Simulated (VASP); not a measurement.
# Ni (P6_3/mmc) in VASP: further runs, part 3 of 3

VASP 6.6.1.

## Step 5: Single point, RPBE (volume scaled by 0.96)

INCAR

```
ALGO = Normal
EDIFF = 1E-6
ENCUT = 520
GGA = RP
ISIF = 2
ISMEAR = -1
LASPH = T
LCHARG = F
LREAL = F
LWAVE = F
NBANDS = 17
NELM = 60
PREC = Accurate
SIGMA = 0.1
```

KPOINTS

```
k-points
0
Gamma
  16 16 9
```

POSCAR

```
Ni
1.0
    2.4727340508      0.0000000000      0.0000000000
   -1.2363670254      2.1414505048      0.0000000000
    0.0000000000      0.0000000000      4.0646867471
Ni
2
Direct
    0.3333333333      0.6666666667      0.2500000000
    0.6666666667      0.3333333333      0.7500000000
```

Potentials or basis: VASP PAW PBE potentials, release 64 (Ni).

Command:

```sh
$ cat potpaw_PBE.64/Ni/POTCAR > POTCAR
$ mpirun -np 1 vasp_std > vasp.out
```

OUTCAR:

```text
EDIFF = 1E-6
   ENCUT = 520
   GGA = RP
   ISIF = 2
   ISMEAR = -1
   LASPH = T
   LREAL = F
   NELM = 60
   PREC = Accurate

 ion  position               nearest neighbor table
   1  0.333  0.667  0.250-   2 2.48   2 2.48   2 2.48   2 2.48   2 2.48   2 2.48
   2  0.667  0.333  0.750-   1 2.48   1 2.48   1 2.48   1 2.48   1 2.48   1 2.48

  LATTYP: Found a hexagonal cell.
 ALAT       =     2.4727340508
 C/A-ratio  =     1.6438026345

  Lattice vectors:

 A1 = (   2.4727340508,   0.0000000000,   0.0000000000)
 A2 = (  -1.2363670254,   2.1414505048,   0.0000000000)
 A3 = (   0.0000000000,   0.0000000000,   4.0646867471)

Analysis of symmetry for initial positions (statically):
=====================================================================
 Subroutine PRICEL returns:
 Original cell was already a primitive cell.

 Routine SETGRP: Setting up the symmetry group for a
 hexagonal supercell.

 Subroutine GETGRP returns: Found 24 space group operations
 (whereof 12 operations were pure point group operations)
 out of a pool of 24 trial point group operations.

The static configuration has the point symmetry D_3d.
 The point group associated with its full space group is D_6h.

Analysis of symmetry for dynamics (positions and initial velocities):
=====================================================================
 Subroutine PRICEL returns:
 Original cell was already a primitive cell.

 Routine SETGRP: Setting up the symmetry group for a
 hexagonal supercell.

 Subroutine GETGRP returns: Found 24 space group operations
 (whereof 12 operations were pure point group operations)
 out of a pool of 24 trial point group operations.

The dynamic configuration has the point symmetry D_3d.
 The point group associated with its full space group is D_6h.

 Subroutine INISYM returns: Found 24 space group operations
 (whereof 12 operations are pure point group operations),
 and found     1 'primitive' translations

----------------------------------------------------------------------------------------

                                     Primitive cell

  volume of cell :      21.5235

  direct lattice vectors                    reciprocal lattice vectors
     2.472734051  0.000000000  0.000000000     0.404410656  0.233486601  0.000000000
    -1.236367025  2.141450505  0.000000000     0.000000000  0.466973202  0.000000000
     0.000000000  0.000000000  4.064686747     0.000000000  0.000000000  0.246021419

  length of vectors
     2.472734051  2.472734051  4.064686747     0.466973202  0.466973202  0.246021419

  position of ions in fractional coordinates (direct lattice)
     0.333333333  0.666666667  0.250000000
     0.666666667  0.333333333  0.750000000

  ion indices of the primitive-cell ions
   primitive index   ion index
                 1           1
                 2           2

----------------------------------------------------------------------------------------

 KPOINTS: k-points

Automatic generation of k-mesh.
 Grid dimensions read from file:
 generate k-points for:   16   16    9

 Generating k-lattice:

  Cartesian coordinates                     Fractional coordinates (reciprocal lattice)
     0.025275666  0.014592913  0.000000000     0.062500000  0.000000000  0.000000000
     0.000000000  0.029185825  0.000000000     0.000000000  0.062500000  0.000000000
     0.000000000  0.000000000  0.027335713     0.000000000  0.000000000  0.111111111

  Length of vectors
     0.029185825  0.029185825  0.027335713

  Shift w.r.t. Gamma in fractional coordinates (k-lattice)
     0.000000000  0.000000000  0.000000000

 Subroutine IBZKPT returns following result:
 ===========================================

 Found    150 irreducible k-points:

 Following reciprocal coordinates:
            Coordinates               Weight
  0.000000  0.000000  0.000000      1.000000
  0.062500  0.000000  0.000000      6.000000
  0.125000  0.000000  0.000000      6.000000
  0.187500 -0.000000  0.000000      6.000000
  0.250000  0.000000  0.000000      6.000000
  0.312500  0.000000  0.000000      6.000000
[... 16 lines left out ...]
  0.187500  0.187500  0.000000      6.000000
  0.250000  0.187500  0.000000     12.000000
 [... further k-points ...]
   k-points           NKPTS =    150   k-points in BZ     NKDIM =    150   number of bands    NBANDS=     17
   number of dos      NEDOS =    301   number of ions     NIONS =      2
   total plane-waves  NPLWV =   9720
   dimension x,y,z NGX =    18 NGY =   18 NGZ =   30
   dimension x,y,z NGXF=    36 NGYF=   36 NGZF=   60
   ions per type =               2
   NGX,Y,Z   is equivalent  to a cutoff of  12.10, 12.10, 12.27 a.u.
   NGXF,Y,Z  is equivalent  to a cutoff of  24.20, 24.20, 24.54 a.u.
 SYSTEM =  unknown system
   PREC   = accura    normal or accurate (medium, high low for compatibility)
   ISTART =      0    job   : 0-new  1-cont  2-samecut
   ICHARG =      2    charge: 1-file 2-atom 10-const
   ISPIN  =      1    spin polarized calculation?
   LNONCOLLINEAR =      F non collinear calculations
   LSORBIT =      F    spin-orbit coupling
   LASPH  =      T    aspherical Exc in radial PAW
   ENCUT  =  520.0 eV  38.22 Ry    6.18 a.u.   4.60  4.60  7.56*2*pi/ulx,y,z
   NELM   =     60;   NELMIN=  2; NELMDL= -5     # of ELM steps
   EDIFF  = 0.1E-05   stopping-criterion for ELM
   LREAL  =      F    real-space projection
   EDIFFG = 0.1E-04   stopping-criterion for IOM
   NSW    =      0    number of steps for IOM
   IBRION =     -1    ionic relax: 0-MD 1-quasi-New 2-CG
   NFREE  =      0    steps in history (QN), initial steepest desc. (CG)
   ISIF   =      2    stress and relaxation
   ISYM   =      2    0-nonsym 1-usesym 2-fastsym
   POTIM  = 0.5000    time-step for ionic-motion
   TEBEG  =    0.0;   TEEND  =   0.0 temperature during run
   PSTRESS=    0.0 pullay stress
   NELECT =      20.0000    total number of electrons
   NUPDOWN=      -1.0000    fix difference up-down
   EMIN   =  10.00;   EMAX   =-10.00  energy-range for DOS
   EFERMI =   0.00;   METHOD = LEGACY
   ISMEAR =    -1;   SIGMA  =   0.10  broadening in eV -4-tet -1-fermi 0-gaus
   EFERMI_NEDOS =   21; number of points for ismear=-14 and -15
   IALGO  =     38    algorithm
   IMIX   =      4    mixing-type and parameters
     AMIX     =   0.40;   BMIX     =  1.00
     AMIX_MAG =   1.60;   BMIX_MAG =  1.00
  volume/ion in A,a.u.               =      10.76        72.62
  Fermi-wavevector in a.u.,A,eV,Ry     =   1.597524  3.018882 34.723185  2.552082
  Thomas-Fermi vector in A             =   2.695117
   LORBIT       =      0    0 simple, 1 ext, 2 COOP (PROOUT), +10 PAW based schemes
   GGA     = RP    functional components
   LHFCALC =     F    Hartree Fock is set to
   AEXX    =    0.0000 exact exchange contribution
   IVDW    =     0    specifies the selected vdW correction
   LEPSILON=     F    determine dielectric tensor
   LRPA    =     F    only Hartree local field effects (RPA)
 non-spin polarized calculation
  energy-cutoff  :      520.00
  volume of cell :       21.52
 maximum number of plane-waves:       593
   NGX =  9   NGY =  9   NGZ = 15

 number of electron      20.0000004 magnetization

 Free energy of the ion-electron system (eV)
  ---------------------------------------------------
  ext. energy  EPLUGINS =         0.00000000
  ---------------------------------------------------
  free energy    TOTEN  =        -9.82343945 eV

  energy without entropy =       -9.63408798  energy(sigma->0) =       -9.72876371

 E-fermi :   9.5324     XC(G=0): -13.1938

 val. band max:        9.5314734660   @ k =   0.4375   0.0625   0.4444
 cond. band min:       9.5328056922   @ k =   0.4375   0.0625   0.1111
 fundamental gap:      0.0013322261
 Fermi energy:         9.5323502042

 k-point     1 :       0.0000    0.0000    0.0000
  band No.  band energies     occupation
      1       0.5816      2.00000
      2       5.0220      2.00000
      3       7.6069      2.00000
      4       7.6920      2.00000
      5       7.6920      2.00000
      6       7.9698      2.00000
[... 9 lines left out ...]
     16      34.5073      0.00000
     17      35.3194      0.00000

 k-point     2 :       0.0625    0.0000    0.0000
  band No.  band energies     occupation
      1       0.7194      2.00000
      2       5.1098      2.00000
      3       7.5044      2.00000
      4       7.7528      2.00000
      5       7.7761      2.00000
      6       7.9374      2.00000
[... 9 lines left out ...]
     16      32.9979      0.00000
     17      35.2057      0.00000
[... 421 lines left out ...]
 k-point    24 :       0.2500    0.1875    0.0000
  band No.  band energies     occupation
      1       4.7683      2.00000
      2       6.1600      2.00000
      3       6.2541      2.00000
      4       6.5526      2.00000
      5       7.4400      2.00000
      6       7.8322      2.00000
[... 9 lines left out ...]
     16      26.8661      0.00000
     17      28.1971      0.00000

 [... further k-points ...]
[... 5 lines left out ...]
  --------------------------------------------------------------------------------------
  -------------------------------------------------------------------------------------
  Total        1.1270764      1.1270764      1.1160312      0.0000000     -0.0000000      0.0000000
  in kB       83.8979616     83.8979616     83.0757698      0.0000000     -0.0000000      0.0000000
  external PRESSURE =      83.6238977 kB  Pullay stress =       0.0000000 kB

 VOLUME and BASIS-vectors are now :
 -----------------------------------------------------------------------------
  energy-cutoff  :      520.00
  volume of cell :       21.52
      direct lattice vectors                 reciprocal lattice vectors
     2.472734051  0.000000000  0.000000000     0.404410656  0.233486601  0.000000000
    -1.236367025  2.141450505  0.000000000     0.000000000  0.466973202  0.000000000
     0.000000000  0.000000000  4.064686747     0.000000000  0.000000000  0.246021419

 POSITION                                       TOTAL-FORCE (eV/Angst)
 -----------------------------------------------------------------------------------
     -0.00000      1.42763      1.01617         0.000000      0.000000      0.000000
      1.23637      0.71382      3.04852         0.000000     -0.000000      0.000000
 -----------------------------------------------------------------------------------
    total drift:                               -0.000000      0.000000     -0.000000

  FREE ENERGIE OF THE ION-ELECTRON SYSTEM (eV)
  ---------------------------------------------------
  free  energy   TOTEN  =        -9.8234394516 eV

  energy  without entropy=       -9.6340879761  energy(sigma->0) =       -9.72876371
```

stdout:

```text
POSCAR found type information on POSCAR Ni
 POSCAR found :  1 types and       2 ions
 scaLAPACK will be used
 -----------------------------------------------------------------------------
|                                                                             |
|                                                                             |
|     You enforced a specific xc type in the INCAR file but a different       |
|     I HOPE YOU KNOW WHAT YOU ARE DOING!                                     |
|                                                                             |
 -----------------------------------------------------------------------------

 LDA part: xc-table for (Slater+PW92), standard interpolation
 POSCAR, INCAR and KPOINTS ok, starting setup
 FFT: planning ... GRIDC
 FFT: planning ... GRID_SOFT
 FFT: planning ... GRID
 WAVECAR not read
 entering main loop
```

It took 19 s on 1 thread of AMD EPYC 9R45 (Zen 5), shared host; peak memory 0.13 GiB.

Results:

```yaml
Free_energy: -9.8234 eV
Pressure: 8.4 GPa
Band_gap_on_the_k_mesh: zero (band 10 reaches 9.62 eV, above the bottom of band 11 at 9.13 eV)
```

Stress tensor (GPa, compression positive):
```
8.39 0.00 0.00
0.00 8.39 0.00
0.00 0.00 8.31
```

Caveat: the PAW data sets were made with another functional, which shifts forces and pressure a little; the run has no spin polarisation, though such a crystal can be magnetic. Spin polarisation is off, so any magnetic state and its effect on volume and gap are missing.

## Step 6: Overview

| cell | k mesh | gap on the mesh (eV) | pressure (GPa) |
| --- | --- | --- | --- |
| a = 2.507, b = 2.507, c = 4.120 Å, angles 90.0, 90.0, 120.0°, 2 atoms | 14 × 14 × 8 | none | 0.3 |
| a = 2.402, b = 2.402, c = 3.948 Å, angles 90.0, 90.0, 120.0°, 2 atoms | 16 × 16 × 9 | none | 31.5 |
| a = 2.438, b = 2.438, c = 4.007 Å, angles 90.0, 90.0, 120.0°, 2 atoms | 16 × 16 × 9 | none | 18.6 |
| a = 2.473, b = 2.473, c = 4.065 Å, angles 90.0, 90.0, 120.0°, 2 atoms | 16 × 16 × 9 | none | 8.4 |

Alike in all rows: task single point; level RPBE; potentials or basis VASP PAW PBE potentials, release 64 (Ni); no spin polarisation; cutoff (eV) 520; smearing fermi-dirac 0.1 eV.

Caveats: the PAW data sets were made with another functional, which shifts forces and pressure a little; the run has no spin polarisation, though such a crystal can be magnetic.

Absolute energies hang on the potentials; compare differences alone.
